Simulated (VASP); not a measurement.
Set up this calculation in VASP 6.6.1, as the native input.

```
Task                   : single point
Functional             : PBE
Potentials or basis    : VASP PAW PBE potentials, release 64 (Cu, O)
Cutoff                 : 520 eV
k mesh                 : 10 × 10 × 6
Occupations            : gaussian, width 0.05 eV
Spin                   : collinear spin
Starting moments       : [1.0, 1.0, 0.0, 0.0] μB
Hubbard terms          : Cu d U = 4.0 eV
Dipole correction      : no
Further INCAR settings : ALGO = Normal; EDIFF = 1e-07; NBANDS = 29
```

The structure of CuO lies in POSCAR:

```
CuO
1.0
    2.3418500000     -1.7113000000      0.0000000000
    2.3418500000      1.7113000000      0.0000000000
   -0.8500274268      0.0000000000      5.0578693947
Cu O
2 2
Direct
    0.0000000000      0.5000000000      0.0000000000
    0.5000000000      0.0000000000      0.5000000000
    0.5816000000      0.4184000000      0.2500000000
    0.4184000000      0.5816000000      0.7500000000
```

These files were run (other wordings do the same):

INCAR

```
SYSTEM = CuO
PREC     = Accurate       ! precision mode
ENCUT    = 520            ! plane-wave cutoff, eV
EDIFF    = 1E-7           ! SCF threshold, eV
ISMEAR   = 0              ! smearing method
SIGMA    = 0.05           ! smearing width, eV
LREAL    = .False.        ! projectors in reciprocal space
LASPH    = .True.         ! aspherical terms in the spheres
NELM     = 150            ! most SCF steps
ALGO     = Normal         ! electronic algorithm
ISIF     = 2              ! what is computed and relaxed
LWAVE    = .False.        ! write WAVECAR
LCHARG   = .False.        ! write CHGCAR
ISPIN    = 2              ! spin polarisation
MAGMOM   = 1 1 0 0        ! initial moments
LORBIT   = 11             ! projections on sites
LMAXMIX  = 4              ! l up to which the mixer works
LDAU     = .True.         ! DFT+U
LDAUTYPE = 2            
LDAUL    = 2 -1           ! shell
LDAUU    = 4 0            ! U, eV
LDAUJ    = 0 0          
LDAUPRINT= 1            
GGA      = PE             ! functional
NBANDS   = 29             ! bands
```

KPOINTS

```
regular mesh
0
Gamma
  10 10 6
  0 0 0
```

Potentials or basis: VASP PAW PBE potentials, release 64 (Cu, O).

Command:

```bash
$ cat potpaw_PBE.64/Cu/POTCAR potpaw_PBE.64/O/POTCAR > POTCAR
$ mpirun -np 1 vasp_std > vasp.out
```

Results of the run:

| Item | Value |
| --- | --- |
| Pressure | 4.9 GPa |
| Largest force | 0.054 eV/Å |
| Band gap on the k mesh | zero (filled and empty bands overlap) |
| Net moment | 2.00 μB per cell |
| Site moments | Cu +0.66; O +0.30 μB |
| Valence electrons inside the program's atomic spheres | Cu 9.91; O 5.00 |

Caveat: the cell stands under pressure; semilocal functionals underestimate gaps, and a narrow one can read as zero.

Wall time 7.5 min on 1 thread of Intel(R) Xeon(R) Platinum 8259CL CPU @ 2.50GHz (Skylake/Cascade Lake) (shared host), peak memory 0.39 GiB.
